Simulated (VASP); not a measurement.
# KTaO3 (Pm-3m) in VASP: elastic constants with PBE

Aim: the elastic constants of KTaO3 with PBE.

Everything below comes from runs of VASP 6.6.1. Logs are shortened: lines on timing, memory, paths and dates and some standing lists are left out, and cuts for length are marked.

### Step 1. The cell of the first run

Symmetry: Pm-3m, No. 221, cubic system. Conventional cell: a = 3.988 Å, b = 3.988 Å, c = 3.988 Å, α = 90.00°, β = 90.00°, γ = 90.00°. Within 3.7 Å of K (site symmetry m-3m) lie 12 O at 2.82 Å and 8 Ta at 3.45 Å. Ta (site symmetry m-3m) has 6 O at 1.99 Å within 2.6 Å. O (site symmetry 4/mmm) has 2 Ta at 1.99 Å within 2.6 Å.

### Step 2. Elastic constants, PBE

INCAR

```
  PREC = Accurate
  ENCUT = 600
  EDIFF = 1E-8
  ISMEAR = -1
  SIGMA = 0.02
  LREAL = False
  LASPH = True
  NELM = 60
  ALGO = Normal
  ISIF = 3
  LWAVE = False
  LCHARG = True
  GGA = PE
  IBRION = 6
  NFREE = 2
  POTIM = 0.015
  NSW = 1
```

KPOINTS

```
Automatic mesh
0
Gamma
  6 6 6
```

POSCAR

```
KTaO3
1.0
    3.9883000000      0.0000000000      0.0000000000
    0.0000000000      3.9883000000      0.0000000000
    0.0000000000      0.0000000000      3.9883000000
K Ta O
1 1 3
Direct
    0.5000000000      0.5000000000      0.5000000000
    0.0000000000      0.0000000000      0.0000000000
    0.5000000000      0.0000000000      0.0000000000
    0.0000000000      0.5000000000      0.0000000000
    0.0000000000      0.0000000000      0.5000000000
```

Potentials or basis: VASP PAW PBE potentials, release 64 (K_sv, Ta_pv, O).

Started as:

```sh
$ cat potpaw_PBE.64/K_sv/POTCAR potpaw_PBE.64/Ta_pv/POTCAR potpaw_PBE.64/O/POTCAR > POTCAR
$ mpirun -np 1 vasp_std > vasp.out
```

OUTCAR:

```text
PREC = Accurate
   ENCUT = 600
   EDIFF = 1E-8
   ISMEAR = -1
   LREAL = False
   LASPH = True
   NELM = 60
   ISIF = 3
   GGA = PE
   IBRION = 6
   NFREE = 2
   POTIM = 0.015
   NSW = 1

 ion  position               nearest neighbor table
   1  0.500  0.500  0.500-   3 2.82   4 2.82   5 2.82   3 2.82   4 2.82   3 2.82   5 2.82   3 2.82
                             4 2.82   5 2.82   4 2.82   5 2.82   2 3.45   2 3.45   2 3.45   2 3.45
   2  0.000  0.000  0.000-   3 1.99   4 1.99   5 1.99   5 1.99   4 1.99   3 1.99   1 3.45   1 3.45
                             1 3.45   1 3.45   1 3.45   1 3.45   1 3.45   1 3.45
   3  0.500  0.000  0.000-   2 1.99   2 1.99   1 2.82   1 2.82   1 2.82   1 2.82
   4  0.000  0.500  0.000-   2 1.99   2 1.99   1 2.82   1 2.82   1 2.82   1 2.82
   5  0.000  0.000  0.500-   2 1.99   2 1.99   1 2.82   1 2.82   1 2.82   1 2.82

  LATTYP: Found a simple cubic cell.
 ALAT       =     3.9883000000

  Lattice vectors:

 A1 = (   3.9883000000,   0.0000000000,   0.0000000000)
 A2 = (   0.0000000000,   3.9883000000,   0.0000000000)
 A3 = (   0.0000000000,   0.0000000000,   3.9883000000)

Analysis of symmetry for initial positions (statically):
=====================================================================
 Subroutine PRICEL returns:
 Original cell was already a primitive cell.

 Routine SETGRP: Setting up the symmetry group for a
 simple cubic supercell.

 Subroutine GETGRP returns: Found 48 space group operations
 (whereof 48 operations were pure point group operations)
 out of a pool of 48 trial point group operations.

The static configuration has the point symmetry O_h .

Analysis of symmetry for dynamics (positions and initial velocities):
=====================================================================
 Subroutine PRICEL returns:
 Original cell was already a primitive cell.

 Routine SETGRP: Setting up the symmetry group for a
 simple cubic supercell.

 Subroutine GETGRP returns: Found 48 space group operations
[... 994 lines left out ...]

  FORCE on cell =-STRESS in cart. coord.  units (eV):
  Direction    XX          YY          ZZ          XY          YZ          ZX
  --------------------------------------------------------------------------------------
  -------------------------------------------------------------------------------------
  Total        2.3337346      2.3378784      2.3383402      0.0000000      0.0000000      0.0000000
  in kB       58.9384333     59.0430861     59.0547494      0.0000000      0.0000000      0.0000000
  external PRESSURE =      59.0120896 kB  Pullay stress =       0.0000000 kB
[... 20 lines left out ...]
  FREE ENERGIE OF THE ION-ELECTRON SYSTEM (eV)
  ---------------------------------------------------
  free  energy   TOTEN  =       -41.0366547578 eV

  energy  without entropy=      -41.0366547578  energy(sigma->0) =      -41.03665476

 INTERNAL STRAIN TENSORS FROM STRAINED CELLS
 ============================================

 INTERNAL STRAIN TENSOR FOR ION    1 for displacements in x,y,z  (eV/Angst):
          X           Y           Z          XY          YZ          ZX
  --------------------------------------------------------------------------------
  x     0.00000     0.00000     0.00000     0.00000     0.00000    -0.00000
  y     0.00000     0.00000     0.00000    -0.00000     0.00000     0.00000
  z     0.00000     0.00000     0.00000     0.00000     0.00000     0.00000

 INTERNAL STRAIN TENSORS FROM DISPLACED ATOMS
 ============================================

 INTERNAL STRAIN TENSOR FOR ION    1 for displacements in x,y,z  (eV/Angst):
          X           Y           Z          XY          YZ          ZX
  --------------------------------------------------------------------------------
  x     0.00000     0.00000     0.00000     0.00000     0.00000     0.00000
  y     0.00000     0.00000     0.00000     0.00000     0.00000     0.00000
  z     0.00000     0.00000     0.00000     0.00000     0.00000     0.00000

 INTERNAL STRAIN TENSOR FOR ION    5 for displacements in x,y,z  (eV/Angst):
          X           Y           Z          XY          YZ          ZX
  --------------------------------------------------------------------------------
  x     0.00000     0.00000     0.00000     0.00000     0.00000     0.00000
  y     0.00000     0.00000     0.00000     0.00000     0.00000     0.00000
  z     0.00000     0.00000     0.00000     0.00000     0.00000     0.00000

 Eigenvectors and eigenvalues of the dynamical matrix
 ----------------------------------------------------

   1 f  =   16.354087 THz   102.755758 2PiTHz  545.513615 cm-1    67.635038 meV
             X         Y         Z           dx          dy          dz
      1.994150  1.994150  1.994150     0.000000    0.000000   -0.004163
      0.000000  0.000000  0.000000    -0.000000   -0.000000   -0.027013
      1.994150  0.000000  0.000000     0.000000   -0.000000   -0.375251
      0.000000  1.994150  0.000000    -0.000000    0.000000   -0.375251
      0.000000  0.000000  1.994150    -0.000000   -0.000000    0.847128
[... 105 lines left out ...]
  15 f/i=    0.007710 THz     0.048440 2PiTHz    0.257162 cm-1     0.031884 meV
             X         Y         Z           dx          dy          dz
      1.994150  1.994150  1.994150    -0.190834    0.331647   -0.002333
      0.000000  0.000000  0.000000    -0.409066    0.710909   -0.005002
      1.994150  0.000000  0.000000    -0.122458    0.212790   -0.001497
      0.000000  1.994150  0.000000    -0.122442    0.212818   -0.001497
      0.000000  0.000000  1.994150    -0.122442    0.212790   -0.001497

--------------------------------------------------------------------------------------------------------

 ELASTIC MODULI CONTR FROM IONIC RELAXATION (kBar)
 Direction    XX          YY          ZZ          XY          YZ          ZX
 --------------------------------------------------------------------------------
 XX           0.0000      0.0000      0.0000      0.0000      0.0000      0.0000
 YY           0.0000      0.0000      0.0000      0.0000      0.0000      0.0000
 ZZ           0.0000      0.0000      0.0000      0.0000      0.0000      0.0000
 XY           0.0000      0.0000      0.0000      0.0000      0.0000      0.0000
 YZ           0.0000      0.0000      0.0000      0.0000      0.0000      0.0000
 ZX           0.0000      0.0000      0.0000      0.0000      0.0000      0.0000
 --------------------------------------------------------------------------------

 TOTAL ELASTIC MODULI (kBar)
 Direction    XX          YY          ZZ          XY          YZ          ZX
 --------------------------------------------------------------------------------
 XX        4662.7565    802.8325    802.8325     -0.0000      0.0000     -0.0000
 YY         802.8325   4662.7565    802.8325      0.0000     -0.0000      0.0000
 ZZ         802.8325    802.8325   4662.7565     -0.0000      0.0000      0.0000
 XY          -0.0000      0.0000     -0.0000   1005.0358      0.0000      0.0000
 YZ           0.0000     -0.0000      0.0000      0.0000   1005.0358      0.0000
 ZX          -0.0000      0.0000      0.0000      0.0000      0.0000   1005.0358
 --------------------------------------------------------------------------------
```

OSZICAR:

```text
N       E                     dE             d eps       ncg     rms          rms(c)
DAV:   1     0.366271463434E+03    0.36627E+03   -0.22957E+04   920   0.184E+03
DAV:   2    -0.283084632132E+02   -0.39458E+03   -0.38853E+03  1146   0.482E+02
DAV:   3    -0.486505433519E+02   -0.20342E+02   -0.20293E+02  1197   0.108E+02
DAV:   4    -0.495923006935E+02   -0.94176E+00   -0.94089E+00  1652   0.144E+01
[... 264 lines left out ...]
DAV:   5    -0.410366547352E+02   -0.19405E-05   -0.27629E-05  3508   0.319E-02    0.150E-02
DAV:   6    -0.410366550514E+02   -0.31621E-06   -0.39949E-06  3735   0.159E-02    0.472E-03
DAV:   7    -0.410366547161E+02    0.33526E-06   -0.15220E-06  3722   0.889E-03    0.107E-03
DAV:   8    -0.410366547570E+02   -0.40874E-07   -0.36669E-07  3560   0.366E-03    0.101E-03
DAV:   9    -0.410366547578E+02   -0.76716E-09   -0.36366E-08  3386   0.142E-03
  21 F= -.41036655E+02 E0= -.41036655E+02  d E =-.883781E-11
```

stdout:

```text
POSCAR found type information on POSCAR K TaO
 POSCAR found :  3 types and       5 ions
 scaLAPACK will be used
 LDA part: xc-table for (Slater+PW92), standard interpolation
 POSCAR, INCAR and KPOINTS ok, starting setup
 FFT: planning ... GRIDC
 FFT: planning ... GRID_SOFT
 FFT: planning ... GRID
 WAVECAR not read
 entering main loop
 Found     4 degrees of freedom:
 Adding 6 more for cell shape distortion
 Finite differences POTIM= 0.01500 DOF=  10
 bond charge predicted
 Finite differences progress:
 bond charge predicted
 Finite differences progress:
 bond charge predicted
 Finite differences progress:
 bond charge predicted
 Finite differences progress:
 bond charge predicted
 Finite differences progress:
 bond charge predicted
 Finite differences progress:
 bond charge predicted
 Finite differences progress:
 bond charge predicted
 Finite differences progress:
 bond charge predicted
 Finite differences progress:
 bond charge predicted
 Finite differences progress:
 bond charge predicted
 Finite differences progress:
 bond charge predicted
 Finite differences progress:
 bond charge predicted
 Finite differences progress:
 bond charge predicted
 Finite differences progress:
 bond charge predicted
 Finite differences progress:
 bond charge predicted
 Finite differences progress:
 bond charge predicted
 Finite differences progress:
 bond charge predicted
 Finite differences progress:
 bond charge predicted
 Finite differences progress:
 bond charge predicted
 Finite differences progress:
```

It took 7.4 min on 1 thread of Intel Xeon 6975P-C (Granite Rapids), shared host; peak memory 0.37 GiB.

What came out:

```
Elastic constants C11, C12, C44                         : 466, 80, 101 GPa
Voigt bulk modulus                                      : 209 GPa
Highest phonon frequency at Γ, LO-TO splitting left out : 546 cm⁻¹
```

Phonon frequencies in cm⁻¹ (negative: imaginary):
| q point | frequencies |
| --- | --- |
| (0.000, 0.000, 0.000) | 0 0 0 91 91 91 192 192 192 257 257 257 546 546 546 |

Elastic tensor in Voigt notation (GPa, in the Cartesian axes of the cell as first typed):
```
466  80  80   0   0   0
 80 466  80   0   0   0
 80  80 466   0   0   0
  0   0   0 101   0   0
  0   0   0   0 101   0
  0   0   0   0   0 101
```

Clamped-ion elastic tensor (GPa):
```
466  80  80   0   0   0
 80 466  80   0   0   0
 80  80 466   0   0   0
  0   0   0 101   0   0
  0   0   0   0 101   0
  0   0   0   0   0 101
```

Caveat: the cell is under stress, which shifts elastic constants; spin-orbit coupling is left out, which moves the levels of the heavy elements.
